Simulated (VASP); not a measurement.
# Y (Im-3m) in VASP: notebook

Y is run at these levels: PBE; tasks: single point, relaxation of cell and atoms.

Everything below comes from runs of VASP 6.6.1. Logs are shortened: lines on timing, memory, paths and dates and some standing lists are left out, and cuts for length are marked.

**1. The cell of the first run**

The structure is cubic, space group Im-3m (No. 229). Conventional cell: a = 4.040 Å, b = 4.040 Å, c = 4.040 Å, α = 90.00°, β = 90.00°, γ = 90.00°. Y (site symmetry m-3m) has 14 Y at 3.50 to 4.04 Å within 4.6 Å.

**2. Single point, PBE**

The input, INCAR:

```
SYSTEM = Y
  PREC = Accurate
  ENCUT = 520
  EDIFF = 1E-6
  ISMEAR = 0
  SIGMA = 0.1
  LREAL = .False.
  LASPH = .True.
  NELM = 100
  ALGO = Normal
  ISIF = 2
  LWAVE = .False.
  LCHARG = .False.
  GGA = PE
  NBANDS = 12
```

The input, KPOINTS:

```
Automatic mesh
0
Gamma
  14 14 14
  0 0 0
```

The input, POSCAR:

```
Y
1.0
   -2.0200697473      2.0200697473      2.0200697473
    2.0200697473     -2.0200697473      2.0200697473
    2.0200697473      2.0200697473     -2.0200697473
Y
1
Direct
    0.0000000000      0.0000000000      0.0000000000
```

Potentials or basis: VASP PAW PBE potentials, release 64 (Y_sv).

On the command line:

```console
$ cat potpaw_PBE.64/Y_sv/POTCAR > POTCAR
$ mpirun -np 1 vasp_std > vasp.out
```

OUTCAR:

```text
SYSTEM = Y
   PREC = Accurate
   ENCUT = 520
   EDIFF = 1E-6
   ISMEAR = 0
   LREAL = .False.
   LASPH = .True.
   NELM = 100
   ISIF = 2
   GGA = PE

 ion  position               nearest neighbor table
   1  0.000  0.000  0.000-

  LATTYP: Found a body centered cubic cell.
 ALAT       =     4.0401394946

  Lattice vectors:

 A1 = (  -2.0200697473,   2.0200697473,   2.0200697473)
 A2 = (   2.0200697473,  -2.0200697473,   2.0200697473)
 A3 = (   2.0200697473,   2.0200697473,  -2.0200697473)

Analysis of symmetry for initial positions (statically):
=====================================================================
 Subroutine PRICEL returns:
 Original cell was already a primitive cell.

 Routine SETGRP: Setting up the symmetry group for a
 body centered cubic supercell.

 Subroutine GETGRP returns: Found 48 space group operations
 (whereof 48 operations were pure point group operations)
 out of a pool of 48 trial point group operations.

The static configuration has the point symmetry O_h .

Analysis of symmetry for dynamics (positions and initial velocities):
=====================================================================
 Subroutine PRICEL returns:
 Original cell was already a primitive cell.

 Routine SETGRP: Setting up the symmetry group for a
 body centered cubic supercell.

 Subroutine GETGRP returns: Found 48 space group operations
 (whereof 48 operations were pure point group operations)
 out of a pool of 48 trial point group operations.

The dynamic configuration has the point symmetry O_h .

 Subroutine INISYM returns: Found 48 space group operations
 (whereof 48 operations are pure point group operations),
 and found     1 'primitive' translations

----------------------------------------------------------------------------------------

                                     Primitive cell

  volume of cell :      32.9730

  direct lattice vectors                    reciprocal lattice vectors
    -2.020069747  2.020069747  2.020069747     0.000000000  0.247516206  0.247516206
     2.020069747 -2.020069747  2.020069747     0.247516206  0.000000000  0.247516206
     2.020069747  2.020069747 -2.020069747     0.247516206  0.247516206  0.000000000

  length of vectors
     3.498863437  3.498863437  3.498863437     0.350040776  0.350040776  0.350040776

  position of ions in fractional coordinates (direct lattice)
     0.000000000  0.000000000  0.000000000

  ion indices of the primitive-cell ions
   primitive index   ion index
                 1           1

----------------------------------------------------------------------------------------

 KPOINTS: Automatic mesh

Automatic generation of k-mesh.
 Grid dimensions read from file:
 generate k-points for:   14   14   14

 Generating k-lattice:

  Cartesian coordinates                     Fractional coordinates (reciprocal lattice)
     0.000000000  0.017679729  0.017679729     0.071428571  0.000000000  0.000000000
     0.017679729  0.000000000  0.017679729     0.000000000  0.071428571  0.000000000
     0.017679729  0.017679729  0.000000000     0.000000000  0.000000000  0.071428571

  Length of vectors
     0.025002913  0.025002913  0.025002913

  Shift w.r.t. Gamma in fractional coordinates (k-lattice)
     0.000000000  0.000000000  0.000000000

 Subroutine IBZKPT returns following result:
 ===========================================

 Found    104 irreducible k-points:

 Following reciprocal coordinates:
            Coordinates               Weight
  0.000000  0.000000  0.000000      1.000000
  0.071429  0.000000  0.000000     12.000000
  0.142857  0.000000  0.000000     12.000000
  0.214286  0.000000  0.000000     12.000000
  0.285714  0.000000  0.000000     12.000000
  0.357143  0.000000  0.000000     12.000000
[... 16 lines left out ...]
  0.285714  0.285714  0.000000     24.000000
  0.357143  0.285714  0.000000     24.000000
 [... further k-points ...]
   k-points           NKPTS =    104   k-points in BZ     NKDIM =    104   number of bands    NBANDS=     12
   number of dos      NEDOS =    301   number of ions     NIONS =      1
   total plane-waves  NPLWV =  21952
   dimension x,y,z NGX =    28 NGY =   28 NGZ =   28
   dimension x,y,z NGXF=    56 NGYF=   56 NGZF=   56
   ions per type =               1
   NGX,Y,Z   is equivalent  to a cutoff of  13.30, 13.30, 13.30 a.u.
   NGXF,Y,Z  is equivalent  to a cutoff of  26.61, 26.61, 26.61 a.u.
 SYSTEM =  Y
   PREC   = accura    normal or accurate (medium, high low for compatibility)
   ISTART =      0    job   : 0-new  1-cont  2-samecut
   ICHARG =      2    charge: 1-file 2-atom 10-const
   ISPIN  =      1    spin polarized calculation?
   LNONCOLLINEAR =      F non collinear calculations
   LSORBIT =      F    spin-orbit coupling
   LASPH  =      T    aspherical Exc in radial PAW
   ENCUT  =  520.0 eV  38.22 Ry    6.18 a.u.   6.51  6.51  6.51*2*pi/ulx,y,z
   NELM   =    100;   NELMIN=  2; NELMDL= -5     # of ELM steps
   EDIFF  = 0.1E-05   stopping-criterion for ELM
   LREAL  =      F    real-space projection
   EDIFFG = 0.1E-04   stopping-criterion for IOM
   NSW    =      0    number of steps for IOM
   IBRION =     -1    ionic relax: 0-MD 1-quasi-New 2-CG
   NFREE  =      0    steps in history (QN), initial steepest desc. (CG)
   ISIF   =      2    stress and relaxation
   ISYM   =      2    0-nonsym 1-usesym 2-fastsym
   POTIM  = 0.5000    time-step for ionic-motion
   TEBEG  =    0.0;   TEEND  =   0.0 temperature during run
   PSTRESS=    0.0 pullay stress
   NELECT =      11.0000    total number of electrons
   NUPDOWN=      -1.0000    fix difference up-down
   EMIN   =  10.00;   EMAX   =-10.00  energy-range for DOS
   EFERMI =   0.00;   METHOD = LEGACY
   ISMEAR =     0;   SIGMA  =   0.10  broadening in eV -4-tet -1-fermi 0-gaus
   EFERMI_NEDOS =   21; number of points for ismear=-14 and -15
   IALGO  =     38    algorithm
   IMIX   =      4    mixing-type and parameters
     AMIX     =   0.40;   BMIX     =  1.00
     AMIX_MAG =   1.60;   BMIX_MAG =  1.00
  volume/ion in A,a.u.               =      32.97       222.51
  Fermi-wavevector in a.u.,A,eV,Ry     =   1.135410  2.145614 17.540029  1.289156
  Thomas-Fermi vector in A             =   2.272115
   LORBIT       =      0    0 simple, 1 ext, 2 COOP (PROOUT), +10 PAW based schemes
   GGA     = PE    functional components
   LHFCALC =     F    Hartree Fock is set to
   AEXX    =    0.0000 exact exchange contribution
   IVDW    =     0    specifies the selected vdW correction
   LEPSILON=     F    determine dielectric tensor
   LRPA    =     F    only Hartree local field effects (RPA)
 non-spin polarized calculation
 Gauss-broadening in eV      SIGMA  =   0.10
  energy-cutoff  :      520.00
  volume of cell :       32.97
 maximum number of plane-waves:       935
 NGX is ok and might be reduce to    28
   NGX = 13   NGY = 13   NGZ = 13

 number of electron      11.0000001 magnetization

 Free energy of the ion-electron system (eV)
  ---------------------------------------------------
  ext. energy  EPLUGINS =         0.00000000
  ---------------------------------------------------
  free energy    TOTEN  =        -6.31533694 eV

  energy without entropy =       -6.30282693  energy(sigma->0) =       -6.30908194

 E-fermi :   3.1215     XC(G=0):  -9.4151

 val. band max:        3.1154460853   @ k =   0.3571   0.1429   0.0714
 cond. band min:       3.1281012679   @ k =   0.2143   0.1429   0.1429
 fundamental gap:      0.0126551827
 Fermi energy:         3.1215032503

 k-point     1 :       0.0000    0.0000    0.0000
  band No.  band energies     occupation
      1     -39.7552      2.00000
      2     -19.4538      2.00000
      3     -19.4538      2.00000
      4     -19.4538      2.00000
      5      -1.6890      2.00000
      6       4.7755      0.00000
      7       4.7755      0.00000
      8       4.7755      0.00000
      9       6.6800      0.00000
     10       6.6800      0.00000
     11      13.3568      0.00000
     12      13.3568      0.00000

 k-point     2 :       0.0714    0.0000    0.0000
  band No.  band energies     occupation
      1     -39.7520      2.00000
      2     -19.4821      2.00000
      3     -19.4626      2.00000
      4     -19.4540      2.00000
      5      -1.5564      2.00000
      6       4.6780      0.00000
      7       4.7307      0.00000
      8       4.9029      0.00000
      9       6.5311      0.00000
     10       6.6774      0.00000
     11      13.4790      0.00000
     12      13.6094      0.00000

 k-point     3 :       0.1429    0.0000    0.0000
  band No.  band energies     occupation
      1     -39.7429      2.00000
      2     -19.5604      2.00000
      3     -19.4872      2.00000
      4     -19.4543      2.00000
      5      -1.1747      2.00000
      6       4.4245      0.00000
      7       4.5334      0.00000
      8       5.2794      0.00000
      9       6.3026      0.00000
     10       6.6842      0.00000
     11      13.7139      0.00000
     12      14.3238      0.00000
[... 286 lines left out ...]
 k-point    23 :       0.2857    0.2857    0.0000
  band No.  band energies     occupation
      1     -39.6835      2.00000
      2     -19.8871      2.00000
      3     -19.7427      2.00000
      4     -19.5176      2.00000
      5       2.1510      2.00000
      6       2.8921      1.99883
      7       3.2993      0.01194
      8       6.6568      0.00000
      9       7.1113      0.00000
     10       9.7434      0.00000
     11       9.9092      0.00000
     12      12.0755      0.00000

 k-point    24 :       0.3571    0.2857    0.0000
  band No.  band energies     occupation
      1     -39.6815      2.00000
      2     -19.8661      2.00000
      3     -19.7830      2.00000
      4     -19.5204      2.00000
      5       2.3720      2.00000
      6       2.9953      1.92573
      7       3.0633      1.58955
      8       6.7891      0.00000
      9       7.1144      0.00000
     10       9.3317      0.00000
     11      10.4930      0.00000
     12      11.5024      0.00000

 [... further k-points ...]

------------------------ aborting loop because EDIFF is reached ----------------------------------------

  FORCE on cell =-STRESS in cart. coord.  units (eV):
  Direction    XX          YY          ZZ          XY          YZ          ZX
  --------------------------------------------------------------------------------------
  -------------------------------------------------------------------------------------
  Total       -0.0210981     -0.0210981     -0.0210981      0.0000000      0.0000000     -0.0000000
  in kB       -1.0251666     -1.0251666     -1.0251666      0.0000000      0.0000000     -0.0000000
  external PRESSURE =      -1.0251666 kB  Pullay stress =       0.0000000 kB

 VOLUME and BASIS-vectors are now :
 -----------------------------------------------------------------------------
  energy-cutoff  :      520.00
  volume of cell :       32.97
      direct lattice vectors                 reciprocal lattice vectors
    -2.020069747  2.020069747  2.020069747     0.000000000  0.247516206  0.247516206
     2.020069747 -2.020069747  2.020069747     0.247516206  0.000000000  0.247516206
     2.020069747  2.020069747 -2.020069747     0.247516206  0.247516206  0.000000000

 POSITION                                       TOTAL-FORCE (eV/Angst)
 -----------------------------------------------------------------------------------
      0.00000      0.00000      0.00000         0.000000      0.000000      0.000000
 -----------------------------------------------------------------------------------
    total drift:                               -0.000000     -0.000000     -0.000000

  FREE ENERGIE OF THE ION-ELECTRON SYSTEM (eV)
  ---------------------------------------------------
  free  energy   TOTEN  =        -6.3153369404 eV

  energy  without entropy=       -6.3028269302  energy(sigma->0) =       -6.30908194
```

Wall time 17 s (1 thread of Intel Xeon 6975P-C (Granite Rapids), shared host); peak memory 0.2 GiB.

Results:

```
Free energy : -6.3153 eV
Pressure    : -0.1 GPa
```

**3. Relaxation of cell and atoms, PBE**

This run uses another cell than the first one, of 36.93 Å³/atom, 1.120 times its volume.

The input, INCAR:

```
ALGO = Fast
EDIFF = 1E-6
EDIFFG = -0.01
ENCUT = 600
GGA = PE
IBRION = 2
ISIF = 3
ISMEAR = 0
LASPH = True
LCHARG = False
LREAL = False
LWAVE = False
NELM = 60
NSW = 100
PREC = Accurate
SIGMA = 0.1
```

The input, KPOINTS:

```
k-points
0
Gamma
  14 14 14
```

The input, POSCAR:

```
Y
1.0
   -2.0978409962      2.0978409962      2.0978409962
    2.0978409962     -2.0978409962      2.0978409962
    2.0978409962      2.0978409962     -2.0978409962
Y
1
Direct
    0.0000000000      0.0000000000      0.0000000000
```

Potentials or basis: VASP PAW PBE potentials, release 64 (Y_sv).

On the command line:

```console
$ cat potpaw_PBE.64/Y_sv/POTCAR > POTCAR
$ mpirun -np 1 vasp_std > vasp.out
```

Wall time 84 s (1 thread of Intel Xeon 6975P-C (Granite Rapids), shared host); peak memory 0.22 GiB.

Results (log left out):

```yaml
Free_energy: -6.3156 eV
Relaxed_volume: 32.87 Å³/atom
Relaxed_cell: a = 3.495 Å, b = 3.495 Å, c = 3.495 Å, α = 109.47°, β = 109.47°, γ = 109.47°
Space_group_after_relaxing_to_0.05_Å: Im-3m (No. 229)
Energy_gained_by_relaxing: 51.2 meV/atom
Ionic_steps: 3
Pressure_after_relaxing: 0.0 GPa
```

Step by step:
| step | energy change (eV) | largest force (eV/Å) | pressure (GPa) | volume (Å³) |
| --- | --- | --- | --- | --- |
| 1 | 0.0000 | 0.0000 | -3.73 | 36.93 |
| 2 | -0.0507 | 0.0000 | 0.44 | 32.52 |
| 3 | -0.0512 | 0.0000 | 0.00 | 32.87 |

Final structure:
```
CELL_PARAMETERS angstrom
-2.01802 2.01802 2.01802
2.01802 -2.01802 2.01802
2.01802 2.01802 -2.01802
ATOMIC_POSITIONS crystal
Y 0.00000 0.00000 0.00000
```

Levels at points of the mesh, in eV from the Fermi level:
| k point | band 2 | band 3 | band 4 | band 5 | band 6 | band 7 | band 8 | band 9 |
| --- | --- | --- | --- | --- | --- | --- | --- | --- |
| (0.00, 0.00, 0.00) | -22.57 | -22.57 | -22.57 | -4.82 | 1.66 | 1.66 | 1.66 | 3.57 |
| (0.50, 0.00, 0.00) | -23.11 | -22.74 | -22.57 | -2.00 | 0.17 | 0.74 | 3.50 | 4.14 |
| (0.50, 0.50, 0.50) | -22.95 | -22.95 | -22.95 | -1.46 | -1.46 | 5.45 | 5.45 | 5.45 |
